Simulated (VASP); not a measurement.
# BN (Cm) in VASP: a series of runs

BN is run at these levels: PBE; tasks: single point.

All numbers are computed with VASP 6.6.1; they aren't measurements. Logs are shortened: lines on timing, memory, paths and dates and some standing lists are left out, and cuts for length are marked.

**1. The cell of the first run**

The structure is monoclinic, space group Cm (No. 8). The conventional cell has a = 4.441 Å, b = 2.564 Å, c = 2.564 Å, α = 90.00°, β = 125.26°, γ = 90.00°. Within 1.9 Å of B (site symmetry m) lie 4 N at 1.41 to 1.74 Å. Within 1.9 Å of N (site symmetry m) lie 4 B at 1.41 to 1.74 Å.

**2. Single point, PBE (all B atoms moved -0.200 Å, as atom 1 along Cartesian [1 1 0])**

The input, INCAR:

```
SYSTEM = BN
ALGO     = Normal         ! electronic algorithm
EDIFF    = 1E-6           ! SCF threshold, eV
ENCUT    = 520            ! plane-wave cutoff, eV
GGA      = PE             ! functional
ISIF     = 2              ! what is computed and relaxed
ISMEAR   = 0              ! smearing method
LASPH    = .True.         ! aspherical terms in the spheres
LCHARG   = .True.         ! write CHGCAR
LELF     = .True.         ! ELF
LREAL    = .False.        ! projectors in reciprocal space
LVHAR    = .True.       
LWAVE    = .False.        ! write WAVECAR
NBANDS   = 11             ! bands
NELM     = 100            ! most SCF steps
PREC     = Accurate       ! precision mode
SIGMA    = 0.05           ! smearing width, eV
```

The input, KPOINTS:

```
k-points
0
Gamma
  12 12 12
  0 0 0
```

The input, POSCAR:

```
BN
1.0
    0.0000000000      1.8130010000      1.8130010000
    1.8130010000      0.0000000000      1.8130010000
    1.8130010000      1.8130010000      0.0000000000
B N
1 1
Direct
    0.0000000000      0.0000000000     -0.0780040145
    0.7500000000      0.7500000000      0.7500000000
```

Potentials or basis: VASP PAW PBE potentials, release 64 (B, N).

The run is started by

```console
cat potpaw_PBE.64/B/POTCAR potpaw_PBE.64/N/POTCAR > POTCAR
mpirun -np 1 vasp_std > vasp.out
```

OUTCAR:

```text
SYSTEM = BN
   EDIFF = 1E-6
   ENCUT = 520
   GGA = PE
   ISIF = 2
   ISMEAR = 0
   LASPH = .True.
   LREAL = .False.
   NELM = 100
   PREC = Accurate

 ion  position               nearest neighbor table
   1  0.000  0.000  0.922-   2 1.41   2 1.58   2 1.58   2 1.74
   2  0.750  0.750  0.750-   1 1.41   1 1.58   1 1.58   1 1.74

  LATTYP: Found a face centered cubic cell.
 ALAT       =     3.6260020000

  Lattice vectors:

 A1 = (   0.0000000000,   1.8130010000,   1.8130010000)
 A2 = (   1.8130010000,   0.0000000000,   1.8130010000)
 A3 = (   1.8130010000,   1.8130010000,   0.0000000000)

Analysis of symmetry for initial positions (statically):
=====================================================================
 Subroutine PRICEL returns:
 Original cell was already a primitive cell.

 Routine SETGRP: Setting up the symmetry group for a
 face centered cubic supercell.

 Subroutine GETGRP returns: Found  2 space group operations
 (whereof  2 operations were pure point group operations)
 out of a pool of 48 trial point group operations.

The static configuration has the point symmetry C_1h.

Analysis of symmetry for dynamics (positions and initial velocities):
=====================================================================
 Subroutine PRICEL returns:
 Original cell was already a primitive cell.

 Routine SETGRP: Setting up the symmetry group for a
 face centered cubic supercell.

 Subroutine GETGRP returns: Found  2 space group operations
 (whereof  2 operations were pure point group operations)
 out of a pool of 48 trial point group operations.

The dynamic configuration has the point symmetry C_1h.

 Subroutine INISYM returns: Found  2 space group operations
 (whereof  2 operations are pure point group operations),
 and found     1 'primitive' translations

----------------------------------------------------------------------------------------

                                     Primitive cell

  volume of cell :      11.9186

  direct lattice vectors                    reciprocal lattice vectors
     0.000000000  1.813001000  1.813001000    -0.275785838  0.275785838  0.275785838
     1.813001000  0.000000000  1.813001000     0.275785838 -0.275785838  0.275785838
     1.813001000  1.813001000  0.000000000     0.275785838  0.275785838 -0.275785838

  length of vectors
     2.563970603  2.563970603  2.563970603     0.477675083  0.477675083  0.477675083

  position of ions in fractional coordinates (direct lattice)
     0.000000000  0.000000000  0.921995985
     0.750000000  0.750000000  0.750000000

  ion indices of the primitive-cell ions
   primitive index   ion index
                 1           1
                 2           2

----------------------------------------------------------------------------------------

 KPOINTS: k-points

Automatic generation of k-mesh.
 Grid dimensions read from file:
 generate k-points for:   12   12   12

 Generating k-lattice:

  Cartesian coordinates                     Fractional coordinates (reciprocal lattice)
    -0.022982153  0.022982153  0.022982153     0.083333333  0.000000000  0.000000000
     0.022982153 -0.022982153  0.022982153     0.000000000  0.083333333  0.000000000
     0.022982153  0.022982153 -0.022982153     0.000000000  0.000000000  0.083333333

  Length of vectors
     0.039806257  0.039806257  0.039806257

  Shift w.r.t. Gamma in fractional coordinates (k-lattice)
     0.000000000  0.000000000  0.000000000

 Subroutine IBZKPT returns following result:
 ===========================================

 Found    476 irreducible k-points:

 Following reciprocal coordinates:
            Coordinates               Weight
  0.000000  0.000000  0.000000      1.000000
  0.083333  0.000000  0.000000      4.000000
  0.000000  0.000000  0.083333      2.000000
  0.083333  0.083333  0.083333      2.000000
  0.166667  0.000000  0.000000      4.000000
  0.000000  0.000000  0.166667      2.000000
[... 16 lines left out ...]
  0.000000  0.166667  0.083333      4.000000
  0.083333  0.000000  0.166667      4.000000
 [... further k-points ...]
   k-points           NKPTS =    476   k-points in BZ     NKDIM =    476   number of bands    NBANDS=     11
   number of dos      NEDOS =    301   number of ions     NIONS =      2
   total plane-waves  NPLWV =   8000
   dimension x,y,z NGX =    20 NGY =   20 NGZ =   20
   dimension x,y,z NGXF=    40 NGYF=   40 NGZF=   40
   ions per type =               1   1
   NGX,Y,Z   is equivalent  to a cutoff of  12.97, 12.97, 12.97 a.u.
   NGXF,Y,Z  is equivalent  to a cutoff of  25.94, 25.94, 25.94 a.u.
 SYSTEM =  BN
   PREC   = accura    normal or accurate (medium, high low for compatibility)
   ISTART =      0    job   : 0-new  1-cont  2-samecut
   ICHARG =      2    charge: 1-file 2-atom 10-const
   ISPIN  =      1    spin polarized calculation?
   LNONCOLLINEAR =      F non collinear calculations
   LSORBIT =      F    spin-orbit coupling
   LASPH  =      T    aspherical Exc in radial PAW
   ENCUT  =  520.0 eV  38.22 Ry    6.18 a.u.   4.77  4.77  4.77*2*pi/ulx,y,z
   NELM   =    100;   NELMIN=  2; NELMDL= -5     # of ELM steps
   EDIFF  = 0.1E-05   stopping-criterion for ELM
   LREAL  =      F    real-space projection
   EDIFFG = 0.1E-04   stopping-criterion for IOM
   NSW    =      0    number of steps for IOM
   IBRION =     -1    ionic relax: 0-MD 1-quasi-New 2-CG
   NFREE  =      0    steps in history (QN), initial steepest desc. (CG)
   ISIF   =      2    stress and relaxation
   ISYM   =      2    0-nonsym 1-usesym 2-fastsym
   POTIM  = 0.5000    time-step for ionic-motion
   TEBEG  =    0.0;   TEEND  =   0.0 temperature during run
   PSTRESS=    0.0 pullay stress
   NELECT =       8.0000    total number of electrons
   NUPDOWN=      -1.0000    fix difference up-down
   EMIN   =  10.00;   EMAX   =-10.00  energy-range for DOS
   EFERMI =   0.00;   METHOD = LEGACY
   ISMEAR =     0;   SIGMA  =   0.05  broadening in eV -4-tet -1-fermi 0-gaus
   EFERMI_NEDOS =   21; number of points for ismear=-14 and -15
   IALGO  =     38    algorithm
   IMIX   =      4    mixing-type and parameters
     AMIX     =   0.40;   BMIX     =  1.00
     AMIX_MAG =   1.60;   BMIX_MAG =  1.00
  volume/ion in A,a.u.               =       5.96        40.22
  Fermi-wavevector in a.u.,A,eV,Ry     =   1.433387  2.708709 27.954506  2.054598
  Thomas-Fermi vector in A             =   2.552911
   LORBIT       =      0    0 simple, 1 ext, 2 COOP (PROOUT), +10 PAW based schemes
   GGA     = PE    functional components
   LHFCALC =     F    Hartree Fock is set to
   AEXX    =    0.0000 exact exchange contribution
   IVDW    =     0    specifies the selected vdW correction
   LEPSILON=     F    determine dielectric tensor
   LRPA    =     F    only Hartree local field effects (RPA)
 non-spin polarized calculation
 Gauss-broadening in eV      SIGMA  =   0.05
  energy-cutoff  :      520.00
  volume of cell :       11.92
 maximum number of plane-waves:       332
   NGX =  9   NGY =  9   NGZ =  9

 number of electron       7.9999999 magnetization

 Free energy of the ion-electron system (eV)
  ---------------------------------------------------
  ext. energy  EPLUGINS =         0.00000000
  ---------------------------------------------------
  free energy    TOTEN  =       -16.98002729 eV

  energy without entropy =      -16.98002729  energy(sigma->0) =      -16.98002729

 E-fermi :   8.8888     XC(G=0): -12.7755

 val. band max:        8.5271469277   @ k =   0.0000   0.0000   0.0000
 cond. band min:      11.1964394538   @ k =   0.5000   0.5000   0.0000
 fundamental gap:      2.6692925260
 Fermi energy:         8.8887669676

 k-point     1 :       0.0000    0.0000    0.0000
  band No.  band energies     occupation
      1     -12.8701      2.00000
      2       5.3142      2.00000
      3       7.4629      2.00000
      4       8.5271      2.00000
      5      15.4152      0.00000
      6      15.7140      0.00000
      7      17.0227      0.00000
      8      18.4417      0.00000
      9      31.4163      0.00000
     10      33.9242      0.00000
     11      34.9044      0.00000

 k-point     2 :       0.0833    0.0000    0.0000
  band No.  band energies     occupation
      1     -12.7035      2.00000
      2       5.0080      2.00000
      3       6.7876      2.00000
      4       8.3389      2.00000
      5      15.2809      0.00000
      6      16.0839      0.00000
      7      17.4986      0.00000
      8      18.9228      0.00000
      9      31.0720      0.00000
     10      32.5641      0.00000
     11      33.1286      0.00000

 k-point     3 :       0.0000    0.0000    0.0833
  band No.  band energies     occupation
      1     -12.7008      2.00000
      2       5.1672      2.00000
      3       7.3359      2.00000
      4       7.4744      2.00000
      5      15.8250      0.00000
      6      15.8721      0.00000
      7      17.3706      0.00000
      8      18.7119      0.00000
      9      31.2462      0.00000
     10      33.1030      0.00000
     11      33.2480      0.00000

 k-point     4 :       0.0833    0.0833    0.0833
  band No.  band energies     occupation
      1     -12.7071      2.00000
      2       4.6826      2.00000
      3       7.2037      2.00000
      4       8.3042      2.00000
      5      15.6018      0.00000
      6      16.1792      0.00000
      7      16.9129      0.00000
      8      19.1518      0.00000
      9      31.0492      0.00000
     10      32.2948      0.00000
     11      32.4732      0.00000
[... 239 lines left out ...]
 k-point    22 :       0.1667    0.0833    0.0000
  band No.  band energies     occupation
      1     -12.2669      2.00000
      2       4.0780      2.00000
      3       5.8582      2.00000
      4       7.6001      2.00000
      5      15.1238      0.00000
      6      17.0222      0.00000
      7      17.9816      0.00000
      8      20.1281      0.00000
      9      28.3959      0.00000
     10      32.3645      0.00000
     11      33.8762      0.00000

 k-point    23 :       0.0000    0.1667    0.0833
  band No.  band energies     occupation
      1     -12.2660      2.00000
      2       4.0540      2.00000
      3       5.6125      2.00000
      4       7.9114      2.00000
      5      15.0803      0.00000
      6      16.7234      0.00000
      7      18.4751      0.00000
      8      20.1332      0.00000
      9      28.2583      0.00000
     10      32.4013      0.00000
     11      33.4974      0.00000

 k-point    24 :       0.0833    0.0000    0.1667
  band No.  band energies     occupation
      1     -12.2582      2.00000
      2       4.4673      2.00000
      3       5.9774      2.00000
      4       6.8466      2.00000
      5      15.4438      0.00000
      6      17.0988      0.00000
      7      18.0797      0.00000
      8      19.5887      0.00000
      9      28.4764      0.00000
     10      32.7479      0.00000
     11      34.3193      0.00000

 [... further k-points ...]
[... 5 lines left out ...]
  --------------------------------------------------------------------------------------
  -------------------------------------------------------------------------------------
  Total        0.7622554      0.7622554      1.0143949      0.9029551      0.2739552      0.2739554
  in kB      102.4677007    102.4677007    136.3620419    121.3815271     36.8269771     36.8269992
  external PRESSURE =     113.7658144 kB  Pullay stress =       0.0000000 kB

 VOLUME and BASIS-vectors are now :
 -----------------------------------------------------------------------------
  energy-cutoff  :      520.00
  volume of cell :       11.92
      direct lattice vectors                 reciprocal lattice vectors
     0.000000000  1.813001000  1.813001000    -0.275785838  0.275785838  0.275785838
     1.813001000  0.000000000  1.813001000     0.275785838 -0.275785838  0.275785838
     1.813001000  1.813001000  0.000000000     0.275785838  0.275785838 -0.275785838

 POSITION                                       TOTAL-FORCE (eV/Angst)
 -----------------------------------------------------------------------------------
      1.67158      1.67158      0.00000         3.311376      3.311376      1.883133
      2.71950      2.71950      2.71950        -3.311376     -3.311376     -1.883133
 -----------------------------------------------------------------------------------
    total drift:                               -0.000129     -0.000129     -0.000088

  FREE ENERGIE OF THE ION-ELECTRON SYSTEM (eV)
  ---------------------------------------------------
  free  energy   TOTEN  =       -16.9800272868 eV

  energy  without entropy=      -16.9800272868  energy(sigma->0) =      -16.98002729
```

Run time: 40 s. Hardware: 1 thread of Intel Xeon Platinum 8375C at 2.90GHz (Ice Lake), shared host; peak memory 0.17 GiB.

What came out:

```yaml
Free_energy: -16.9800 eV
Pressure: 11.4 GPa
Largest_force: 5.047 eV/Å
Band_gap_on_the_k_mesh: 2.67 eV, indirect (least direct gap 6.89 eV)
```

Forces in eV/Å, atoms in the order of the input:
```
B    3.311  3.311  1.883
N   -3.311 -3.311 -1.883
```

Caveat: the cell differs from its parent crystal (all B atoms moved -0.200 Å, as atom 1 along Cartesian [1 1 0]); forces of over 1 eV/Å act on the atoms, so gaps and moduli don't describe the material at rest. A k mesh can miss the band edges.

**3. Single point, PBE (all B atoms moved +0.150 Å, as atom 1 along Cartesian [1 1 0])**

The input, INCAR:

```
ALGO = Normal
EDIFF = 1E-6
ENCUT = 520
GGA = PE
ISIF = 2
ISMEAR = 0
LASPH = T
LCHARG = T
LELF = T
LREAL = F
LVHAR = T
LWAVE = F
NBANDS = 11
NELM = 80
PREC = Accurate
SIGMA = 0.05
```

The input, KPOINTS:

```
k-points
0
Gamma
  12 12 12
```

POSCAR: that of step 2 with these lines changed.

```diff
@@ -8,3 +8,3 @@
 Direct
-    0.0000000000      0.0000000000     -0.0780040145
+    0.0000000000      0.0000000000      0.0585030109
     0.7500000000      0.7500000000      0.7500000000
```

Potentials or basis: VASP PAW PBE potentials, release 64 (B, N).

The run is started by

```console
cat potpaw_PBE.64/B/POTCAR potpaw_PBE.64/N/POTCAR > POTCAR
mpirun -np 1 vasp_std > vasp.out
```

Wall time 37 s (1 thread of Intel Xeon Platinum 8375C at 2.90GHz (Ice Lake), shared host); peak memory 0.17 GiB.

The run converged. Its results:

```
Free energy            : -17.1854 eV
Pressure               : 6.3 GPa
Largest force          : 3.685 eV/Å
Band gap on the k mesh : 3.09 eV, indirect (least direct gap 7.05 eV)
```

Forces on the atoms (eV/Å):
```
B   -2.495 -2.495  1.060
N    2.495  2.495 -1.060
```

Stress tensor (GPa, compression positive):
```
 5.72  6.92 -2.45
 6.92  5.72 -2.45
-2.45 -2.45  7.42
```

Levels at points of the mesh, in eV from the valence-band top:
```csv
k point,band 2,band 3,band 4,band 5,band 6,band 7
"(0.00, 0.00, 0.00)",-2.52,-0.96,0.00,7.05,7.51,8.67
"(0.50, 0.00, 0.00)",-11.67,-4.04,-1.82,7.28,8.93,12.08
"(0.00, 0.00, 0.50)",-11.98,-3.33,-2.20,8.27,9.63,11.22
"(0.50, 0.50, 0.50)",-11.35,-3.95,-2.49,8.01,8.69,10.77
"(0.50, 0.50, 0.00)",-10.02,-5.91,-5.62,3.09,7.59,16.73
"(0.00, 0.50, 0.50)",-9.97,-6.33,-5.46,3.27,7.84,16.28
```

Caveat: the cell differs from its parent crystal (all B atoms moved +0.150 Å, as atom 1 along Cartesian [1 1 0]); forces of over 1 eV/Å act on the atoms, so gaps and moduli don't describe the material at rest.

(Continued in part 2 of 2.)
